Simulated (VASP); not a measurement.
Set up this calculation in VASP 6.6.1, as the native input.

```yaml
Task: electric field gradients
Functional: PBE
Potentials_or_basis: VASP PAW PBE potentials, release 64 (Pb_d, S)
Cutoff: 520 eV
k_mesh: 8 × 8 × 8
Occupations: fermi-dirac, width 0.01 eV
Spin: no spin polarisation
Dipole_correction: no
Further_INCAR_settings: ALGO = Normal; EDIFF = 1e-08; NBANDS = 17
```

The structure of PbS lies in POSCAR:

```
PbS
1.0
    0.0000000000      2.9044728123      2.9044728123
    2.9044728123      0.0000000000      2.9044728123
    2.9044728123      2.9044728123      0.0000000000
Pb S
1 1
Direct
    0.0000000000      0.0000000000      0.0000000000
    0.5000000000      0.5000000000      0.5000000000
```

This cell differs from its parent crystal: volume scaled by 0.94.

One way to write it, as run:

INCAR

```
  ALGO = Normal
  EDIFF = 1E-8
  ENCUT = 520
  GGA = PE
  ISIF = 2
  ISMEAR = -1
  LASPH = True
  LCHARG = False
  LEFG = True
  LREAL = False
  LWAVE = False
  NBANDS = 17
  NELM = 60
  PREC = Accurate
  SIGMA = 0.01
```

KPOINTS

```
k-points
0
Gamma
  8 8 8
```

Potentials or basis: VASP PAW PBE potentials, release 64 (Pb_d, S).

Launch:

```sh
$ cat potpaw_PBE.64/Pb_d/POTCAR potpaw_PBE.64/S/POTCAR > POTCAR
$ mpirun -np 1 vasp_std > vasp.out
```

It gave:

* Pressure: 6.6 GPa
* Band gap on the k mesh: 0.11 eV, direct

Caveat: without QUAD_EFG the Cq values of the log hold for a quadrupole moment of 1 mb, not for the nuclei; spin-orbit coupling is left out, which moves the levels of the heavy elements.

Run time: 10 s on 1 thread of Intel(R) Xeon(R) 6975P-C (Granite Rapids), on a shared host, peak memory 0.18 GiB.
